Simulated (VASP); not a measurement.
# Nb2P5 (Pnma) in VASP: single point with PBEsol

Aim: the single point of Nb2P5 with PBEsol.

Program: VASP 6.6.1. These are calculated values, not measurements. Logs are shortened: lines on timing, memory, paths and dates and some standing lists are left out, and cuts for length are marked.

### Step 1. The cell of the first run

Symmetry: Pnma, No. 62, orthorhombic system. Conventional cell: a = 16.754 Å, b = 3.392 Å, c = 7.932 Å, α = 90.00°, β = 90.00°, γ = 90.00°. Within 3.4 Å of Nb (site symmetry m) lie 8 P at 2.52 to 2.68 Å and 3 Nb at 3.00 to 3.39 Å. Within 3.4 Å of Nb (site symmetry m) lie 8 P at 2.54 to 2.69 Å and 3 Nb at 3.00 to 3.39 Å. P (site symmetry m) has 5 Nb at 2.64 to 2.69 Å and 10 P at 2.77 to 3.59 Å within 3.6 Å. Within 3.7 Å of P (site symmetry m) lie 5 Nb at 2.63 to 2.66 Å and 11 P at 2.77 to 3.67 Å. Within 2.9 Å of P (site symmetry m) lie 3 P at 2.15 to 2.24 Å and 1 Nb at 2.54 Å. P (site symmetry m) has 2 P at 2.15 to 2.19 Å and 2 Nb at 2.52 Å within 2.9 Å. Within 2.9 Å of P (site symmetry m) lie 3 P at 2.19 to 2.67 Å and 3 Nb at 2.57 to 2.62 Å.

### Step 2. Single point, PBEsol

INCAR

```
SYSTEM = Nb2P5
PREC = Accurate ; ENCUT = 500
EDIFF = 1E-6 ; ISMEAR = 0
SIGMA = 0.1 ; LREAL = .False.
LASPH = .True. ; NELM = 120
ALGO = Normal ; ISIF = 2
LWAVE = .False. ; LCHARG = .False.
GGA = PS ; NBANDS = 122
GGA_COMPAT = .False.
```

KPOINTS

```
Automatic mesh
0
Gamma
  1 6 2
  0 0 0
```

POSCAR

```
Nb2P5
1.0
   16.7544600800      0.0000000000      0.0000000000
    0.0000000000      3.3920562700      0.0000000000
    0.0000000000      0.0000000000      7.9322825800
Nb P
8 20
Direct
    0.7738828900      0.2500000000      0.3269055400
    0.2261171100      0.7500000000      0.6730944600
    0.7261171100      0.7500000000      0.8269055400
    0.2738828900      0.2500000000      0.1730944600
    0.5948721900      0.2500000000      0.3352965400
    0.4051278100      0.7500000000      0.6647034600
    0.9051278100      0.7500000000      0.8352965400
    0.0948721900      0.2500000000      0.1647034600
    0.6852891600      0.7500000000      0.1535092800
    0.3147108400      0.2500000000      0.8464907200
    0.8147108400      0.2500000000      0.6535092800
    0.1852891600      0.7500000000      0.3464907200
    0.8149645500      0.2500000000      0.0029643900
    0.1850354500      0.7500000000      0.9970356100
    0.6850354500      0.7500000000      0.5029643900
    0.3149645500      0.2500000000      0.4970356100
    0.0400168900      0.2500000000      0.4630625600
    0.9599831100      0.7500000000      0.5369374400
    0.4599831100      0.7500000000      0.9630625600
    0.5400168900      0.2500000000      0.0369374400
    0.3851900800      0.7500000000      0.1839393400
    0.6148099200      0.2500000000      0.8160606600
    0.1148099200      0.2500000000      0.6839393400
    0.8851900800      0.7500000000      0.3160606600
    0.9776014900      0.7500000000      0.1213462800
    0.0223985100      0.2500000000      0.8786537200
    0.5223985100      0.2500000000      0.6213462800
    0.4776014900      0.7500000000      0.3786537200
```

Potentials or basis: VASP PAW PBE potentials, release 64 (Nb_sv, P).

Launch:

```bash
cat potpaw_PBE.64/Nb_sv/POTCAR potpaw_PBE.64/P/POTCAR > POTCAR
mpirun -np 1 vasp_std > vasp.out
```

OUTCAR:

```text
SYSTEM = Nb2P5
   PREC = Accurate
   ENCUT = 500
   EDIFF = 1E-6
   ISMEAR = 0
   LREAL = .False.
   LASPH = .True.
   NELM = 120
   ISIF = 2
   GGA = PS

 ion  position               nearest neighbor table
   1  0.774  0.250  0.327-  24 2.52  24 2.52   9 2.64   9 2.64  15 2.65  15 2.65  13 2.66  11 2.68
                             5 3.00
   2  0.226  0.750  0.673-  23 2.52  23 2.52  10 2.64  10 2.64  16 2.65  16 2.65  14 2.66  12 2.68
                             6 3.00
   3  0.726  0.750  0.827-  22 2.52  22 2.52  11 2.64  11 2.64  13 2.65  13 2.65  15 2.66   9 2.68
                             7 3.00
   4  0.274  0.250  0.173-  21 2.52  21 2.52  12 2.64  12 2.64  14 2.65  14 2.65  16 2.66  10 2.68
                             8 3.00
   5  0.595  0.250  0.335-  20 2.54  27 2.57  28 2.62  28 2.62  15 2.63  15 2.63   9 2.69   9 2.69
                             1 3.00
   6  0.405  0.750  0.665-  19 2.54  28 2.57  27 2.62  27 2.62  16 2.63  16 2.63  10 2.69  10 2.69
                             2 3.00
   7  0.905  0.750  0.835-  18 2.54  25 2.57  26 2.62  26 2.62  13 2.63  13 2.63  11 2.69  11 2.69
                             3 3.00
   8  0.095  0.250  0.165-  17 2.54  26 2.57  25 2.62  25 2.62  14 2.63  14 2.63  12 2.69  12 2.69
                             4 3.00
   9  0.685  0.750  0.154-   1 2.64   1 2.64   3 2.68   5 2.69   5 2.69  15 2.77
  10  0.315  0.250  0.846-   2 2.64   2 2.64   4 2.68   6 2.69   6 2.69  16 2.77
  11  0.815  0.250  0.654-   3 2.64   3 2.64   1 2.68   7 2.69   7 2.69  13 2.77
  12  0.185  0.750  0.346-   4 2.64   4 2.64   2 2.68   8 2.69   8 2.69  14 2.77
  13  0.815  0.250  0.003-   7 2.63   7 2.63   3 2.65   3 2.65   1 2.66  11 2.77
  14  0.185  0.750  0.997-   8 2.63   8 2.63   4 2.65   4 2.65   2 2.66  12 2.77
  15  0.685  0.750  0.503-   5 2.63   5 2.63   1 2.65   1 2.65   3 2.66   9 2.77
  16  0.315  0.250  0.497-   6 2.63   6 2.63   2 2.65   2 2.65   4 2.66  10 2.77
  17  0.040  0.250  0.463-  23 2.15  18 2.24  18 2.24   8 2.54
  18  0.960  0.750  0.537-  24 2.15  17 2.24  17 2.24   7 2.54
  19  0.460  0.750  0.963-  21 2.15  20 2.24  20 2.24   6 2.54
  20  0.540  0.250  0.037-  22 2.15  19 2.24  19 2.24   5 2.54
  21  0.385  0.750  0.184-  19 2.15  28 2.19   4 2.52   4 2.52
  22  0.615  0.250  0.816-  20 2.15  27 2.19   3 2.52   3 2.52
  23  0.115  0.250  0.684-  17 2.15  26 2.19   2 2.52   2 2.52
  24  0.885  0.750  0.316-  18 2.15  25 2.19   1 2.52   1 2.52
  25  0.978  0.750  0.121-  24 2.19   7 2.57   8 2.62   8 2.62  26 2.67  26 2.67
  26  0.022  0.250  0.879-  23 2.19   8 2.57   7 2.62   7 2.62  25 2.67  25 2.67
  27  0.522  0.250  0.621-  22 2.19   5 2.57   6 2.62   6 2.62  28 2.67  28 2.67
  28  0.478  0.750  0.379-  21 2.19   6 2.57   5 2.62   5 2.62  27 2.67  27 2.67

  LATTYP: Found a simple orthorhombic cell.
 ALAT       =     3.3920562700
 B/A-ratio  =     2.3384879108
 C/A-ratio  =     4.9393225661

  Lattice vectors:

 A1 = (   0.0000000000,   3.3920562700,   0.0000000000)
 A2 = (   0.0000000000,   0.0000000000,   7.9322825800)
 A3 = (  16.7544600800,   0.0000000000,   0.0000000000)

Analysis of symmetry for initial positions (statically):
=====================================================================
 Subroutine PRICEL returns:
 Original cell was already a primitive cell.

 Routine SETGRP: Setting up the symmetry group for a
 simple orthorhombic supercell.

 Subroutine GETGRP returns: Found  8 space group operations
 (whereof  2 operations were pure point group operations)
 out of a pool of  8 trial point group operations.

The static configuration has the point symmetry S_2 .
 The point group associated with its full space group is D_2h.

Analysis of symmetry for dynamics (positions and initial velocities):
=====================================================================
 Subroutine PRICEL returns:
 Original cell was already a primitive cell.

 Routine SETGRP: Setting up the symmetry group for a
 simple orthorhombic supercell.

 Subroutine GETGRP returns: Found  8 space group operations
 (whereof  2 operations were pure point group operations)
 out of a pool of  8 trial point group operations.

The dynamic configuration has the point symmetry S_2 .
 The point group associated with its full space group is D_2h.

 Subroutine INISYM returns: Found  8 space group operations
 (whereof  2 operations are pure point group operations),
 and found     1 'primitive' translations

----------------------------------------------------------------------------------------

                                     Primitive cell

  volume of cell :     450.8080

  direct lattice vectors                    reciprocal lattice vectors
    16.754460080  0.000000000  0.000000000     0.059685600  0.000000000  0.000000000
     0.000000000  3.392056270  0.000000000     0.000000000  0.294806430  0.000000000
     0.000000000  0.000000000  7.932282580     0.000000000  0.000000000  0.126067117

  length of vectors
    16.754460080  3.392056270  7.932282580     0.059685600  0.294806430  0.126067117

  position of ions in fractional coordinates (direct lattice)
     0.773882890  0.250000000  0.326905540
     0.226117110  0.750000000  0.673094460
     0.726117110  0.750000000  0.826905540
     0.273882890  0.250000000  0.173094460
     0.594872190  0.250000000  0.335296540
     0.405127810  0.750000000  0.664703460
[... 20 lines left out ...]
     0.522398510  0.250000000  0.621346280
     0.477601490  0.750000000  0.378653720

  ion indices of the primitive-cell ions
   primitive index   ion index
                 1           1
                 2           2
                 3           3
                 4           4
                 5           5
                 6           6
[... 20 lines left out ...]
                27          27
                28          28

----------------------------------------------------------------------------------------

 KPOINTS: Automatic mesh

Automatic generation of k-mesh.
 Grid dimensions read from file:
 generate k-points for:    1    6    2

 Generating k-lattice:

  Cartesian coordinates                     Fractional coordinates (reciprocal lattice)
     0.059685600  0.000000000  0.000000000     1.000000000  0.000000000  0.000000000
     0.000000000  0.049134405  0.000000000     0.000000000  0.166666667  0.000000000
     0.000000000  0.000000000  0.063033559     0.000000000  0.000000000  0.500000000

  Length of vectors
     0.059685600  0.049134405  0.063033559

  Shift w.r.t. Gamma in fractional coordinates (k-lattice)
     0.000000000  0.000000000  0.000000000

 Subroutine IBZKPT returns following result:
 ===========================================

 Found      8 irreducible k-points:

 Following reciprocal coordinates:
            Coordinates               Weight
  0.000000  0.000000  0.000000      1.000000
  0.000000  0.166667  0.000000      2.000000
  0.000000  0.333333  0.000000      2.000000
  0.000000  0.500000  0.000000      1.000000
  0.000000  0.000000  0.500000      1.000000
  0.000000  0.166667  0.500000      2.000000
  0.000000  0.333333  0.500000      2.000000
  0.000000  0.500000  0.500000      1.000000
   k-points           NKPTS =      8   k-points in BZ     NKDIM =      8   number of bands    NBANDS=    122
   number of dos      NEDOS =    301   number of ions     NIONS =     28
   total plane-waves  NPLWV = 211680
   dimension x,y,z NGX =   126 NGY =   28 NGZ =   60
   dimension x,y,z NGXF=   252 NGYF=   56 NGZF=  120
   ions per type =               8  20
   NGX,Y,Z   is equivalent  to a cutoff of  12.50, 13.72, 12.57 a.u.
   NGXF,Y,Z  is equivalent  to a cutoff of  25.00, 27.45, 25.15 a.u.
 SYSTEM =  Nb2P5
   PREC   = accura    normal or accurate (medium, high low for compatibility)
   ISTART =      0    job   : 0-new  1-cont  2-samecut
   ICHARG =      2    charge: 1-file 2-atom 10-const
   ISPIN  =      1    spin polarized calculation?
   LNONCOLLINEAR =      F non collinear calculations
   LSORBIT =      F    spin-orbit coupling
   LASPH  =      T    aspherical Exc in radial PAW
   ENCUT  =  500.0 eV  36.75 Ry    6.06 a.u.  30.55  6.18 14.46*2*pi/ulx,y,z
   NELM   =    120;   NELMIN=  2; NELMDL= -5     # of ELM steps
   EDIFF  = 0.1E-05   stopping-criterion for ELM
   LREAL  =      F    real-space projection
   EDIFFG = 0.1E-04   stopping-criterion for IOM
   NSW    =      0    number of steps for IOM
   IBRION =     -1    ionic relax: 0-MD 1-quasi-New 2-CG
   NFREE  =      0    steps in history (QN), initial steepest desc. (CG)
   ISIF   =      2    stress and relaxation
   ISYM   =      2    0-nonsym 1-usesym 2-fastsym
   POTIM  = 0.5000    time-step for ionic-motion
   TEBEG  =    0.0;   TEEND  =   0.0 temperature during run
   PSTRESS=    0.0 pullay stress
   NELECT =     204.0000    total number of electrons
   NUPDOWN=      -1.0000    fix difference up-down
   EMIN   =  10.00;   EMAX   =-10.00  energy-range for DOS
   EFERMI =   0.00;   METHOD = LEGACY
   ISMEAR =     0;   SIGMA  =   0.10  broadening in eV -4-tet -1-fermi 0-gaus
   EFERMI_NEDOS =   21; number of points for ismear=-14 and -15
   IALGO  =     38    algorithm
   IMIX   =      4    mixing-type and parameters
     AMIX     =   0.40;   BMIX     =  1.00
     AMIX_MAG =   1.60;   BMIX_MAG =  1.00
  volume/ion in A,a.u.               =      16.10       108.65
  Fermi-wavevector in a.u.,A,eV,Ry     =   1.256862  2.375125 21.493159  1.579703
  Thomas-Fermi vector in A             =   2.390549
   LORBIT       =      0    0 simple, 1 ext, 2 COOP (PROOUT), +10 PAW based schemes
   GGA     = PS    functional components
   LHFCALC =     F    Hartree Fock is set to
   AEXX    =    0.0000 exact exchange contribution
   IVDW    =     0    specifies the selected vdW correction
   LEPSILON=     F    determine dielectric tensor
   LRPA    =     F    only Hartree local field effects (RPA)
 non-spin polarized calculation
 Gauss-broadening in eV      SIGMA  =   0.10
  energy-cutoff  :      500.00
  volume of cell :      450.81
 maximum number of plane-waves:     11466
 NGX is ok and might be reduce to   126
   NGX = 61   NGY = 13   NGZ = 29

 number of electron     204.0000008 magnetization

 Free energy of the ion-electron system (eV)
  ---------------------------------------------------
  ext. energy  EPLUGINS =         0.00000000
  ---------------------------------------------------
  free energy    TOTEN  =      -221.49730777 eV

  energy without entropy =     -221.42809112  energy(sigma->0) =     -221.46269945

 E-fermi :   9.8649     XC(G=0): -11.5726

 val. band max:        9.8497407795   @ k =   0.0000   0.0000   0.5000
 cond. band min:       9.9254199049   @ k =   0.0000   0.3333   0.5000
 fundamental gap:      0.0756791253
 Fermi energy:         9.8648520718

 k-point     1 :       0.0000    0.0000    0.0000
  band No.  band energies     occupation
      1     -45.3184      2.00000
      2     -45.3181      2.00000
      3     -45.3181      2.00000
      4     -45.3177      2.00000
      5     -45.2785      2.00000
      6     -45.2784      2.00000
[... 106 lines left out ...]
    113      10.7772      0.00000
    114      11.1894      0.00000
[... 817 lines left out ...]
    113      11.9254      0.00000
    114      11.9255      0.00000
 [bands above 114 left out]

------------------------ aborting loop because EDIFF is reached ----------------------------------------

  FORCE on cell =-STRESS in cart. coord.  units (eV):
  Direction    XX          YY          ZZ          XY          YZ          ZX
  --------------------------------------------------------------------------------------
  -------------------------------------------------------------------------------------
  Total      -11.3589118    -18.9287267    -11.5202608      0.0000000     -0.0000000      0.0000000
  in kB      -40.3697117    -67.2729266    -40.9431479      0.0000000     -0.0000000      0.0000000
  external PRESSURE =     -49.5285954 kB  Pullay stress =       0.0000000 kB

 VOLUME and BASIS-vectors are now :
 -----------------------------------------------------------------------------
  energy-cutoff  :      500.00
  volume of cell :      450.81
      direct lattice vectors                 reciprocal lattice vectors
    16.754460080  0.000000000  0.000000000     0.059685600  0.000000000  0.000000000
     0.000000000  3.392056270  0.000000000     0.000000000  0.294806430  0.000000000
     0.000000000  0.000000000  7.932282580     0.000000000  0.000000000  0.126067117

 POSITION                                       TOTAL-FORCE (eV/Angst)
 -----------------------------------------------------------------------------------
     12.96599      0.84801      2.59311        -0.009073     -0.000000     -0.001259
      3.78847      2.54404      5.33918         0.009073      0.000000      0.001259
     12.16570      2.54404      6.55925         0.009073     -0.000000     -0.001259
      4.58876      0.84801      1.37303        -0.009073      0.000000      0.001259
      9.96676      0.84801      2.65967         0.026833     -0.000000     -0.113752
      6.78770      2.54404      5.27262        -0.026833     -0.000000      0.113752
[... 20 lines left out ...]
      8.75250      0.84801      4.92869        -0.166873      0.000000     -0.194779
      8.00196      2.54404      3.00359         0.166873     -0.000000      0.194779
 -----------------------------------------------------------------------------------
    total drift:                               -0.000000      0.000000      0.000000

  FREE ENERGIE OF THE ION-ELECTRON SYSTEM (eV)
  ---------------------------------------------------
  free  energy   TOTEN  =      -221.4973077749 eV

  energy  without entropy=     -221.4280911234  energy(sigma->0) =     -221.46269945
```

Wall time 24 min (1 thread of Intel Xeon 8259CL, shared host); peak memory 0.61 GiB.

What came out:

```yaml
Free_energy: -221.4973 eV
Pressure: -5.0 GPa
Largest_force: 0.603 eV/Å
Band_gap_on_the_k_mesh: zero (bands 102 and 103 overlap by 0.51 eV)
```

Forces in eV/Å, atoms in the order of the input:
```
Nb  -0.009  0.000 -0.001
Nb   0.009  0.000  0.001
Nb   0.009  0.000 -0.001
Nb  -0.009  0.000  0.001
Nb   0.027  0.000 -0.114
Nb  -0.027  0.000  0.114
Nb  -0.027  0.000 -0.114
Nb   0.027  0.000  0.114
P   -0.080  0.000 -0.051
P    0.080  0.000  0.051
P    0.080  0.000 -0.051
P   -0.080  0.000  0.051
P    0.005  0.000  0.093
P   -0.005  0.000 -0.093
P   -0.005  0.000  0.093
P    0.005  0.000 -0.093
P    0.156  0.000 -0.583
P   -0.156  0.000  0.583
P   -0.156  0.000 -0.583
P    0.156  0.000  0.583
P   -0.495  0.000  0.099
P    0.495  0.000 -0.099
P    0.495  0.000  0.099
P   -0.495  0.000 -0.099
P    0.167  0.000 -0.195
P   -0.167  0.000  0.195
P   -0.167  0.000 -0.195
P    0.167  0.000  0.195
```

Stress tensor (GPa, compression positive):
```
-4.04  0.00  0.00
 0.00 -6.73  0.00
 0.00  0.00 -4.09
```

Levels at points of the mesh, in eV from the Fermi level:
```tsv
k point	band 98	band 99	band 100	band 101	band 102	band 103	band 104	band 105	band 106	band 107
(0.00, 0.00, 0.00)	-0.88	-0.87	-0.56	-0.53	-0.25	0.06	0.09	0.20	0.31	0.40
(0.00, 0.50, 0.00)	-1.69	-1.61	-1.61	0.06	0.06	0.65	0.65	0.86	0.86	1.20
(0.00, 0.00, 0.50)	-1.08	-1.05	-1.05	-0.47	-0.47	-0.02	-0.02	0.29	0.29	0.34
(0.00, 0.50, 0.50)	-1.83	-1.68	-1.68	-0.27	-0.27	0.36	0.36	0.44	0.44	1.02
```

Caveat: the k points lie up to 0.40 Å⁻¹ apart, too coarse for converged energies and pressures of a metal; the PAW data sets were made with another functional, which shifts forces and pressure a little.
